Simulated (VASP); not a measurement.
# InSe (P6_3/mmc) in VASP: further runs, part 3 of 3

VASP 6.6.1. Earlier steps stand in the parts before.

**4. Relaxation of cell and atoms, PBE**

This run uses another cell than the first one, of 30.06 Å³/atom.

INCAR

```
ALGO = Normal
EDIFF = 1E-6
EDIFFG = -0.05
ENCUT = 600
GGA = PE
IBRION = 2
ISIF = 3
ISMEAR = 0
LASPH = T
LCHARG = F
LREAL = F
LWAVE = F
NELM = 100
NSW = 100
PREC = Accurate
SIGMA = 0.1
```

KPOINTS

```
k-points
0
Gamma
  6 6 2
```

POSCAR

```
InSe
1.0
    4.0499987506      0.0000000000      0.0000000000
   -2.0249993753      3.5074018033      0.0000000000
    0.0000000000      0.0000000000     16.9300000000
In Se
4 4
Direct
    0.3333333333      0.6666666667      0.1570000000
    0.6666666667      0.3333333333      0.6570000000
    0.3333333333      0.6666666667      0.3430000000
    0.6666666667      0.3333333333      0.8430000000
    0.3333333333      0.6666666667      0.6020000000
    0.6666666667      0.3333333333      0.1020000000
    0.3333333333      0.6666666667      0.8980000000
    0.6666666667      0.3333333333      0.3980000000
```

Potentials or basis: VASP PAW PBE potentials, release 64 (In_d, Se).

The run is started by

```sh
> cat potpaw_PBE.64/In_d/POTCAR potpaw_PBE.64/Se/POTCAR > POTCAR
> mpirun -np 1 vasp_std > vasp.out
```

OUTCAR:

```text
EDIFF = 1E-6
   EDIFFG = -0.05
   ENCUT = 600
   GGA = PE
   IBRION = 2
   ISIF = 3
   ISMEAR = 0
   LASPH = T
   LREAL = F
   NELM = 100
   NSW = 100
   PREC = Accurate

 ion  position               nearest neighbor table
   1  0.333  0.667  0.157-   6 2.52   6 2.52   6 2.52   3 3.15
   2  0.667  0.333  0.657-   5 2.52   5 2.52   5 2.52   4 3.15
   3  0.333  0.667  0.343-   8 2.52   8 2.52   8 2.52   1 3.15
   4  0.667  0.333  0.843-   7 2.52   7 2.52   7 2.52   2 3.15
   5  0.333  0.667  0.602-   2 2.52   2 2.52   2 2.52
   6  0.667  0.333  0.102-   1 2.52   1 2.52   1 2.52
   7  0.333  0.667  0.898-   4 2.52   4 2.52   4 2.52
   8  0.667  0.333  0.398-   3 2.52   3 2.52   3 2.52

  LATTYP: Found a hexagonal cell.
 ALAT       =     4.0499987506
 C/A-ratio  =     4.1802482032

  Lattice vectors:

 A1 = (   4.0499987506,   0.0000000000,   0.0000000000)
 A2 = (  -2.0249993753,   3.5074018033,   0.0000000000)
 A3 = (   0.0000000000,   0.0000000000,  16.9300000000)

Analysis of symmetry for initial positions (statically):
=====================================================================
 Subroutine PRICEL returns:
 Original cell was already a primitive cell.

 Routine SETGRP: Setting up the symmetry group for a
 hexagonal supercell.

 Subroutine GETGRP returns: Found 24 space group operations
 (whereof 12 operations were pure point group operations)
 out of a pool of 24 trial point group operations.

The static configuration has the point symmetry D_3d.
 The point group associated with its full space group is D_6h.

Analysis of symmetry for dynamics (positions and initial velocities):
=====================================================================
 Subroutine PRICEL returns:
 Original cell was already a primitive cell.

 Routine SETGRP: Setting up the symmetry group for a
 hexagonal supercell.

 Subroutine GETGRP returns: Found 24 space group operations
 (whereof 12 operations were pure point group operations)
 out of a pool of 24 trial point group operations.

The dynamic configuration has the point symmetry D_3d.
 The point group associated with its full space group is D_6h.

 Subroutine INISYM returns: Found 24 space group operations
 (whereof 12 operations are pure point group operations),
 and found     1 'primitive' translations

----------------------------------------------------------------------------------------

                                     Primitive cell

  volume of cell :     240.4902

  direct lattice vectors                    reciprocal lattice vectors
     4.049998751  0.000000000  0.000000000     0.246913656  0.142555666  0.000000000
    -2.024999375  3.507401803  0.000000000     0.000000000  0.285111332  0.000000000
     0.000000000  0.000000000 16.930000000     0.000000000  0.000000000  0.059066745

  length of vectors
     4.049998751  4.049998751 16.930000000     0.285111332  0.285111332  0.059066745

  position of ions in fractional coordinates (direct lattice)
     0.333333333  0.666666667  0.157000000
     0.666666667  0.333333333  0.657000000
     0.333333333  0.666666667  0.343000000
     0.666666667  0.333333333  0.843000000
     0.333333333  0.666666667  0.602000000
     0.666666667  0.333333333  0.102000000
     0.333333333  0.666666667  0.898000000
     0.666666667  0.333333333  0.398000000

  ion indices of the primitive-cell ions
   primitive index   ion index
                 1           1
                 2           2
                 3           3
                 4           4
                 5           5
[... 44 lines left out ...]
  0.333333  0.166667  0.500000     12.000000
  0.333333  0.333333  0.500000      2.000000
   k-points           NKPTS =     14   k-points in BZ     NKDIM =     14   number of bands    NBANDS=     45
   number of dos      NEDOS =    301   number of ions     NIONS =      8
   total plane-waves  NPLWV = 143360
   dimension x,y,z NGX =    32 NGY =   32 NGZ =  140
   dimension x,y,z NGXF=    64 NGYF=   64 NGZF=  280
   ions per type =               4   4
   NGX,Y,Z   is equivalent  to a cutoff of  13.14, 13.14, 13.75 a.u.
   NGXF,Y,Z  is equivalent  to a cutoff of  26.27, 26.27, 27.49 a.u.
 SYSTEM =  unknown system
   PREC   = accura    normal or accurate (medium, high low for compatibility)
   ISTART =      0    job   : 0-new  1-cont  2-samecut
   ICHARG =      2    charge: 1-file 2-atom 10-const
   ISPIN  =      1    spin polarized calculation?
   LNONCOLLINEAR =      F non collinear calculations
   LSORBIT =      F    spin-orbit coupling
   LASPH  =      T    aspherical Exc in radial PAW
   ENCUT  =  600.0 eV  44.10 Ry    6.64 a.u.   8.09  8.09 33.81*2*pi/ulx,y,z
   NELM   =    100;   NELMIN=  2; NELMDL= -5     # of ELM steps
   EDIFF  = 0.1E-05   stopping-criterion for ELM
   LREAL  =      F    real-space projection
   EDIFFG = -.5E-01   stopping-criterion for IOM
   NSW    =    100    number of steps for IOM
   IBRION =      2    ionic relax: 0-MD 1-quasi-New 2-CG
   NFREE  =      1    steps in history (QN), initial steepest desc. (CG)
   ISIF   =      3    stress and relaxation
   ISYM   =      2    0-nonsym 1-usesym 2-fastsym
   POTIM  = 0.5000    time-step for ionic-motion
   TEBEG  =    0.0;   TEEND  =   0.0 temperature during run
   PSTRESS=    0.0 pullay stress
   NELECT =      76.0000    total number of electrons
   NUPDOWN=      -1.0000    fix difference up-down
   EMIN   =  10.00;   EMAX   =-10.00  energy-range for DOS
   EFERMI =   0.00;   METHOD = LEGACY
   ISMEAR =     0;   SIGMA  =   0.10  broadening in eV -4-tet -1-fermi 0-gaus
   EFERMI_NEDOS =   21; number of points for ismear=-14 and -15
   IALGO  =     38    algorithm
   IMIX   =      4    mixing-type and parameters
     AMIX     =   0.40;   BMIX     =  1.00
     AMIX_MAG =   1.60;   BMIX_MAG =  1.00
  volume/ion in A,a.u.               =      30.06       202.86
  Fermi-wavevector in a.u.,A,eV,Ry     =   1.115099  2.107232 16.918118  1.243447
  Thomas-Fermi vector in A             =   2.251701
   LORBIT       =      0    0 simple, 1 ext, 2 COOP (PROOUT), +10 PAW based schemes
   GGA     = PE    functional components
   LHFCALC =     F    Hartree Fock is set to
   AEXX    =    0.0000 exact exchange contribution
   IVDW    =     0    specifies the selected vdW correction
   LEPSILON=     F    determine dielectric tensor
   LRPA    =     F    only Hartree local field effects (RPA)
 conjugate gradient relaxation of ions
 non-spin polarized calculation
 Gauss-broadening in eV      SIGMA  =   0.10
  energy-cutoff  :      600.00
  volume of cell :      240.49
 maximum number of plane-waves:      8054
   NGX = 17   NGY = 17   NGZ = 67

--------------------------------------- Ionic step        1  -------------------------------------------

 number of electron      75.9999998 magnetization

 Free energy of the ion-electron system (eV)
  ---------------------------------------------------
  ext. energy  EPLUGINS =         0.00000000
  ---------------------------------------------------
  free energy    TOTEN  =       -26.50347031 eV

  energy without entropy =      -26.50036654  energy(sigma->0) =      -26.50191843

------------------------ aborting loop because EDIFF is reached ----------------------------------------

  FORCE on cell =-STRESS in cart. coord.  units (eV):
  Direction    XX          YY          ZZ          XY          YZ          ZX
  --------------------------------------------------------------------------------------
  -------------------------------------------------------------------------------------
  Total       15.9684639     15.9684639      2.8151097      0.0000000      0.0000000      0.0000000
  in kB      106.3840098    106.3840098     18.7546318      0.0000000      0.0000000      0.0000000
  external PRESSURE =      77.1742172 kB  Pullay stress =       0.0000000 kB
[... 107 lines left out ...]
  FREE ENERGIE OF THE ION-ELECTRON SYSTEM (eV)
  ---------------------------------------------------
  free  energy   TOTEN  =       -28.0744087135 eV

  energy  without entropy=      -28.0730137815  energy(sigma->0) =      -28.07371125

[... ionic steps 4 to 19 ...]

--------------------------------------- Ionic step       20  -------------------------------------------

 number of electron      75.9999983 magnetization

------------------------ aborting loop because EDIFF is reached ----------------------------------------
[... 79 lines left out ...]
--------------------------------------- Ionic step       22  -------------------------------------------

 number of electron      75.9999998 magnetization

 Free energy of the ion-electron system (eV)
  ---------------------------------------------------
  ext. energy  EPLUGINS =         0.00000000
  ---------------------------------------------------
  free energy    TOTEN  =       -28.43480686 eV

  energy without entropy =      -28.43480678  energy(sigma->0) =      -28.43480682

 E-fermi :   3.1085     XC(G=0):  -8.2908

 val. band max:        2.7932467473   @ k =   0.0000   0.0000   0.0000
 cond. band min:       3.4238056881   @ k =   0.0000   0.0000   0.0000
 fundamental gap:      0.6305589408
 Fermi energy:         3.1085316729

 k-point     1 :       0.0000    0.0000    0.0000
  band No.  band energies     occupation
      1     -11.6742      2.00000
      2     -11.6742      2.00000
      3     -11.5054      2.00000
      4     -11.5054      2.00000
      5     -11.5053      2.00000
      6     -11.5053      2.00000
[... 696 lines left out ...]
  FREE ENERGIE OF THE ION-ELECTRON SYSTEM (eV)
  ---------------------------------------------------
  free  energy   TOTEN  =       -28.4348068580 eV

  energy  without entropy=      -28.4348067824  energy(sigma->0) =      -28.43480682

 reached required accuracy - stopping structural energy minimisation
```

Wall time 25 min (1 thread of Intel Xeon 6975P-C (Granite Rapids), shared host); peak memory 0.49 GiB.

Results:

```
Free energy                           : -28.4348 eV
Relaxed volume                        : 32.89 Å³/atom
Relaxed cell                          : a = 4.086 Å, b = 4.086 Å, c = 18.199 Å, α = 90.00°, β = 90.00°, γ = 120.00°
Space group after relaxing (to 0.1 Å) : P6_3/mmc (No. 194)
Energy gained by relaxing             : 241.4 meV/atom
Ionic steps                           : 22
Pressure after relaxing               : 0.2 GPa
Largest force after relaxing          : 0.045 eV/Å
Band gap on the k mesh                : 0.63 eV
```

Forces in eV/Å, atoms in the order of the input:
```
In   0.000  0.000  0.045
In   0.000  0.000  0.045
In   0.000  0.000 -0.045
In   0.000  0.000 -0.045
Se   0.000  0.000 -0.029
Se   0.000  0.000 -0.029
Se   0.000  0.000  0.029
Se   0.000  0.000  0.029
```

Stress tensor (GPa, compression positive):
```
0.19 0.00 0.00
0.00 0.19 0.00
0.00 0.00 0.11
```

The path:
```csv
step,energy change (eV),largest force (eV/Å),pressure (GPa),volume (Å³)
1,0.0000,2.8790,7.72,240.49
2,-1.1691,0.4679,-4.12,293.94
3,-1.5709,0.7859,-1.46,273.24
4,-1.7513,0.4085,-0.91,264.58
5,-1.8158,0.1335,-0.13,256.11
6,-1.8800,0.1110,0.35,252.02
7,-1.8945,0.1578,0.82,248.57
8,-1.9004,0.2032,-0.41,253.83
9,-1.9076,0.0682,0.10,251.59
10,-1.9093,0.0693,0.04,252.25
11,-1.9104,0.0707,-0.06,253.40
12,-1.9115,0.0566,-0.02,253.59
13,-1.9136,0.0293,0.07,254.14
14,-1.9140,0.1226,0.22,255.24
15,-1.9144,0.0840,0.14,254.78
16,-1.9159,0.0840,0.11,255.45
17,-1.9193,0.0855,-0.04,257.45
18,-1.9221,0.0870,-0.31,261.48
19,-1.9242,0.0829,-0.26,261.67
20,-1.9287,0.0688,-0.10,262.24
21,-1.9311,0.0370,0.24,263.33
22,-1.9313,0.0447,0.16,263.08
```

Final structure:
```xyz
8
Lattice="4.0856 0.0000 0.0000 -2.0428 3.5382 0.0000 0.0000 0.0000 18.1992" Properties=species:S:1:pos:R:3 pbc="T T T"
In    0.0000    2.3588    3.1358
In    2.0428    1.1794   12.2355
In    0.0000    2.3588    5.9638
In    2.0428    1.1794   15.0634
Se    0.0000    2.3588   10.9654
Se    2.0428    1.1794    1.8658
Se    0.0000    2.3588   16.3335
Se    2.0428    1.1794    7.2339
```

Levels at points of the mesh, in eV from the valence-band top:
| k point | band 36 | band 37 | band 38 | band 39 | band 40 | band 41 |
| --- | --- | --- | --- | --- | --- | --- |
| (0.00, 0.00, 0.00) | -0.93 | -0.91 | 0.00 | 0.63 | 1.43 | 2.19 |
| (0.50, 0.00, 0.00) | -1.80 | -1.47 | -1.20 | 1.54 | 1.66 | 1.94 |
| (0.00, 0.00, 0.50) | -0.95 | -0.54 | -0.54 | 1.12 | 1.12 | 2.21 |
| (0.50, 0.00, 0.50) | -1.84 | -1.34 | -1.34 | 1.73 | 1.73 | 1.84 |

Caveat: spin-orbit coupling is left out, which moves the levels of the heavy elements; this functional lacks dispersion, which binds the layers, so the pressure and a relaxed spacing across them are unreliable; the relaxation stopped at a loose force limit of 0.05 eV/Å, so its end isn't a converged minimum. A k mesh can miss the band edges.

**5. Overview**

| task | cell | k mesh | cutoff (eV) | smearing | gap on the mesh (eV) | pressure (GPa) | largest force (eV/Å) |
| --- | --- | --- | --- | --- | --- | --- | --- |
| single point | a = 4.090, b = 4.090, c = 19.505 Å, angles 90.0, 90.0, 120.0°, 8 atoms, atomic positions A | 12 × 12 × 2 | 520 | gaussian 0.02 eV | 0.95 | -0.1 | 0.02 |
| single point | a = 4.092, b = 4.092, c = 18.387 Å, angles 90.0, 90.0, 120.0°, 8 atoms, atomic positions B | 6 × 6 × 2 | 520 | gaussian 0.1 eV | 0.68 | 0.0 | 0.01 |
| relaxation of cell and atoms | relaxed from a = 4.050, b = 4.050, c = 16.930 Å, angles 90.0, 90.0, 120.0°, 8 atoms, atomic positions C | 6 × 6 × 2 | 600 | gaussian 0.1 eV | 0.63 | 0.2 | 0.04 |

Alike in all rows: level PBE; potentials or basis VASP PAW PBE potentials, release 64 (In_d, Se); no spin polarisation.

Caveats: spin-orbit coupling is left out, which moves the levels of the heavy elements; this functional lacks dispersion, which binds the layers, so the pressure and a relaxed spacing across them are unreliable; the relaxation stopped at a loose force limit of 0.05 eV/Å, so its end isn't a converged minimum (at least some runs).

Absolute energies hang on the potentials; compare differences alone.
